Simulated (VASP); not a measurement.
Runs of VASP 6.6.1 on HfB. The structure is that of space group R-3m (No. 166), or close to it. The cells are those of the table. 

```csv
cell,gap on the mesh (eV),pressure (GPa)
"a = 2.933 Å, angles 82.7°, 2 atoms",none,(a)
"a = 2.996 Å, angles 75.3°, 2 atoms",none,21.8
"a = 3.193 Å, angles 63.2°, 2 atoms",none,24.5
"a = 3.113 Å, angles 67.3°, 2 atoms",none,24.3
"a = 3.496 Å, angles 52.2°, 2 atoms",none,(b)
```

Alike in all rows: task single point; level PBEsol; potentials or basis VASP PAW PBE potentials, release 64 (Hf_pv, B); no spin polarisation; k mesh 20 × 20 × 20; cutoff (eV) 520; smearing gaussian 0.15 eV.

Task: Fill in the values left out.

Result: (a) 15.3; (b) 24.6.

Caveats: the cell stands under pressure; the PAW data sets were made with another functional, which shifts forces and pressure a little; spin-orbit coupling is left out, which moves the levels of the heavy elements.

A k mesh can miss the band edges, and the runs leave out spin-orbit coupling on Hf.

A gap of «none» marks levels without a gap at the run's occupations.
